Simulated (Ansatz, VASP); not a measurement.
## C: VASP beside Ansatz

File INCAR:

```
SYSTEM = C
PREC = Accurate ; ENCUT = 600
EDIFF = 1E-6 ; ISMEAR = 0
SIGMA = 0.05 ; LREAL = .FALSE.
LASPH = .TRUE. ; NELM = 120
ALGO = Normal ; ISIF = 2
LWAVE = .FALSE. ; LCHARG = .TRUE.
LELF = .TRUE. ; LVHAR = .TRUE.
NBANDS = 11 ; GGA_COMPAT = .FALSE.
```

KPOINTS

```
Automatic mesh
0
G
  12 12 12
  0 0 0
```

Contents of POSCAR:

```
C
1.0
    1.2280263465      0.7090013417      3.7861386615
   -1.2280263465      0.7090013417      3.7861386615
    0.0000000000     -1.4180026834      3.7861386615
C
2
Direct
    0.1640000000      0.1640000000      0.1640000000
    0.8360000000      0.8360000000      0.8360000000
```

Input for Ansatz:

```yaml
crystal:
  lattice:
    - [1.2280263465, 0.7090013417, 3.7861386615]
    - [-1.2280263465, 0.7090013417, 3.7861386615]
    - [0.0, -1.4180026834, 3.7861386615]
  atoms:
    - { symbol: C, position: [0.164, 0.164, 0.164] }
    - { symbol: C, position: [0.836, 0.836, 0.836] }
basis:
  ecutwfc: 420
kpoints:
  mp_grid: { grid: [12, 12, 12] }
hamiltonian:
  xc: lda
scf:
  occupations: { method: gaussian, width: 0.05 }
output:
  forces: true
  stress: true
  eigenvalues: true
```

Change from the starting cell: strain +0.1312 x Voigt [0, 0, 1, 0, 0, 0], atoms carried along.

Alike in both runs: task single point; functional LDA; k mesh 12 × 12 × 12; occupations gaussian, width 0.05 eV; no spin polarisation.

|  | VASP | Ansatz |
| --- | --- | --- |
| version | VASP 6.6.1 | Ansatz 0.2.0 |
| potentials or method | VASP PAW LDA potentials, release 64 (C), cutoff 600 eV | scalar-relativistic, plane waves, PAW |
| valence electrons in the cell | 8 | 8 |

|  | VASP | Ansatz | Ansatz less VASP |
| --- | --- | --- | --- |
| gap on the k mesh at the Fermi level (eV) | 0.37 | 0.37 | 0.000 |
| least direct gap on the mesh (eV) | 0.37 | 0.37 | 0.000 |
| pressure (GPa) | -3.7 | -4.0 | -0.29 |
| traceless stress, the component that is largest in VASP (GPa) | 1.27 | 1.89 | +0.619 |
| rms of the force components (eV/Å) | 0.605 | 0.609 | +0.0037 |

LDA's correlation is that of Perdew and Zunger in VASP and of Perdew and Wang (1992) in Ansatz. Atom by atom the forces differ by 0.004 eV/Å (rms over components).
